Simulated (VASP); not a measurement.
# Co in VASP: further runs, part 3 of 3

VASP 6.6.1.

## Step 5: Relaxation of cell and atoms, PBEsol, collinear spin, ferromagnetic start

The input, INCAR:

```
PREC = Accurate ; ENCUT = 600
EDIFF = 1E-6 ; ISMEAR = -1
SIGMA = 0.05 ; LREAL = F
LASPH = T ; NELM = 150
ALGO = Normal ; ISIF = 3
LWAVE = F ; LCHARG = F
ISPIN = 2 ; MAGMOM = 2 2
LORBIT = 11 ; LMAXMIX = 4
GGA = PS ; IBRION = 2
NSW = 60 ; EDIFFG = -0.01
```

The input, KPOINTS:

```
regular mesh
0
Gamma
  12 12 7
```

The input, POSCAR:

```
Co
1.0
    2.4719999032      0.0000000000      0.0000000000
   -1.2359999516      2.1408147143      0.0000000000
    0.0000000000      0.0000000000      4.0211440800
Co
2
Direct
    0.6666666667      0.3333333333      0.7500000000
    0.3333333333      0.6666666667      0.2500000000
```

Potentials or basis: VASP PAW PBE potentials, release 64 (Co).

Launch:

```
$ cat potpaw_PBE.64/Co/POTCAR > POTCAR
$ mpirun -np 1 vasp_std > vasp.out
```

OUTCAR:

```text
PREC = Accurate
   ENCUT = 600
   EDIFF = 1E-6
   ISMEAR = -1
   LREAL = F
   LASPH = T
   NELM = 150
   ISIF = 3
   ISPIN = 2
   LORBIT = 11
   GGA = PS
   IBRION = 2
   NSW = 60
   EDIFFG = -0.01

 ion  position               nearest neighbor table
   1  0.667  0.333  0.750-   2 2.47   2 2.47   2 2.47   2 2.47   2 2.47   2 2.47
   2  0.333  0.667  0.250-   1 2.47   1 2.47   1 2.47   1 2.47   1 2.47   1 2.47

  LATTYP: Found a hexagonal cell.
 ALAT       =     2.4719999032
 C/A-ratio  =     1.6266764715

  Lattice vectors:

 A1 = (   2.4719999032,   0.0000000000,   0.0000000000)
 A2 = (  -1.2359999516,   2.1408147143,   0.0000000000)
 A3 = (   0.0000000000,   0.0000000000,   4.0211440800)

Analysis of symmetry for initial positions (statically):
=====================================================================
 Subroutine PRICEL returns:
[... 774 lines left out ...]
      7       8.7276      1.00000
      8       9.7008      1.00000
      9       9.7600      1.00000
     10       9.8396      1.00000
     11      10.2665      0.99997
     12      15.3745      0.00000
     13      19.9862      0.00000
     14      21.5628      0.00000
     15      26.8601      0.00000

 [... further k-points ...]

 spin component 2

 k-point     1 :       0.0000    0.0000    0.0000
  band No.  band energies     occupation
      1       1.5957      1.00000
      2       6.3475      1.00000
      3       9.7228      1.00000
      4       9.7264      1.00000
      5       9.7264      1.00000
      6      10.1249      1.00000
      7      10.1249      1.00000
      8      10.5638      0.98965
      9      10.5638      0.98965
     10      10.6933      0.87756
     11      11.8854      0.00000
     12      11.8854      0.00000
     13      18.6465      0.00000
     14      32.9554      0.00000
[... 444 lines left out ...]
  FREE ENERGIE OF THE ION-ELECTRON SYSTEM (eV)
  ---------------------------------------------------
  free  energy   TOTEN  =       -15.4757847379 eV

  energy  without entropy=      -15.4603079108  energy(sigma->0) =      -15.46804632

 reached required accuracy - stopping structural energy minimisation

 total charge

# of ion       s       p       d       tot
------------------------------------------
    1        0.510   0.570   7.295   8.375
    2        0.510   0.570   7.295   8.375
--------------------------------------------------
tot          1.020   1.140  14.590  16.749

 magnetization (x)

# of ion       s       p       d       tot
------------------------------------------
    1       -0.015  -0.051   1.623   1.557
    2       -0.015  -0.051   1.623   1.557
--------------------------------------------------
tot         -0.030  -0.102   3.246   3.114
```

OSZICAR:

```text
N       E                     dE             d eps       ncg     rms          rms(c)
DAV:   1     0.861143852255E+02    0.86114E+02   -0.95656E+03  4648   0.184E+03
DAV:   2    -0.154810193867E+02   -0.10160E+03   -0.94452E+02  4574   0.271E+02
[... 43 lines left out ...]
DAV:   2    -0.154760649397E+02    0.87007E-03   -0.11080E-03  5654   0.671E-01    0.117E-01
DAV:   3    -0.154758227537E+02    0.24219E-03   -0.33062E-04  5617   0.289E-01    0.812E-02
DAV:   4    -0.154757888124E+02    0.33941E-04   -0.54123E-05  5677   0.108E-01    0.164E-02
DAV:   5    -0.154757859082E+02    0.29042E-05   -0.38809E-06  4810   0.327E-02    0.559E-03
DAV:   6    -0.154757848291E+02    0.10791E-05   -0.63173E-07  2315   0.172E-02    0.285E-03
DAV:   7    -0.154757847379E+02    0.91173E-07   -0.31103E-07  2287   0.500E-03
   5 F= -.15475785E+02 E0= -.15468046E+02  d E =-.233561E-03  mag=     3.1017
```

It took 1.9 min on 1 thread of Intel Xeon 6975P-C, shared host; peak memory 0.18 GiB.

What came out:

| Property | Result |
| --- | --- |
| Free energy | -15.4758 eV |
| Relaxed volume | 10.32 Å³/atom |
| Relaxed cell | a = 2.453 Å, b = 2.453 Å, c = 3.958 Å, α = 90.00°, β = 90.00°, γ = 120.00° |
| Space group after relaxing (to 0.05 Å) | P6_3/mmc (No. 194) |
| Energy gained by relaxing | 7.3 meV/atom |
| Ionic steps | 5 |
| Pressure after relaxing | 0.1 GPa |
| Net moment | 3.10 μB per cell |
| Site moments | Co +1.56 μB |
| Valence electrons inside the program's atomic spheres | Co 8.38 |

Step by step:
```
step  energy change (eV)  largest force (eV/Å)  pressure (GPa)  volume (Å³)
   1              0.0000                0.0000           -6.67        21.28
   2              0.0036                0.0000            8.68        19.94
   3             -0.0145                0.0000            0.07        20.63
   4             -0.0145                0.0000            0.23        20.62
   5             -0.0147                0.0000            0.10        20.63
```

Final structure:
```
Co
1.0
     2.45341    0.00000    0.00000
    -1.22670    2.12471    0.00000
     0.00000    0.00000    3.95783
Co
2
Cartesian
  1.2267 0.7082 2.9684
  0.0000 1.4165 0.9895
```

Levels at points of the mesh, in eV from the Fermi level:
Spin up:
```csv
k point,band 7,band 8,band 9,band 10,band 11,band 12,band 13,band 14,band 15
"(0.00, 0.00, 0.00)",-2.28,-1.90,-1.90,-0.70,-0.70,-0.13,6.85,22.32,25.37
"(0.50, 0.00, 0.00)",-2.18,-0.57,-0.45,-0.40,1.45,3.57,10.08,10.79,13.22
```
Spin down:
```
           k point  band 4  band 5  band 6  band 7  band 8  band 9  band 10  band 11
(0.00, 0.00, 0.00)   -1.07   -1.07   -0.67   -0.67   -0.23   -0.23    -0.10     1.09
(0.50, 0.00, 0.00)   -1.95   -1.24   -1.12   -0.67    1.23    1.38     1.41     2.69
```

Caveat: the PAW data sets were made with another functional, which shifts forces and pressure a little.

## Step 6: Summary

```csv
task,cell,cutoff (eV),gap on the mesh (eV),pressure (GPa),moment (μB)
single point,"a = 2.472, b = 2.472, c = 4.021 Å, angles 90.0, 90.0, 120.0°, 2 atoms",520,none,-6.5,3.19
single point,"a = 2.450, b = 2.450, c = 3.954 Å, angles 90.0, 90.0, 120.0°, 2 atoms",520,none,1.0,3.09
single point,"a = 2.457, b = 2.457, c = 3.964 Å, angles 90.0, 90.0, 120.0°, 2 atoms",520,none,-1.0,3.12
relaxation of cell and atoms,"relaxed from a = 2.472, b = 2.472, c = 4.021 Å, angles 90.0, 90.0, 120.0°, 2 atoms",600,none,0.1,3.10
```

Alike in all rows: level PBEsol; potentials or basis VASP PAW PBE potentials, release 64 (Co); spin collinear, ferromagnetic start; k mesh 12 × 12 × 7; smearing fermi-dirac 0.05 eV.

Caveats: the PAW data sets were made with another functional, which shifts forces and pressure a little.

Absolute energies hang on the potentials; compare differences alone.
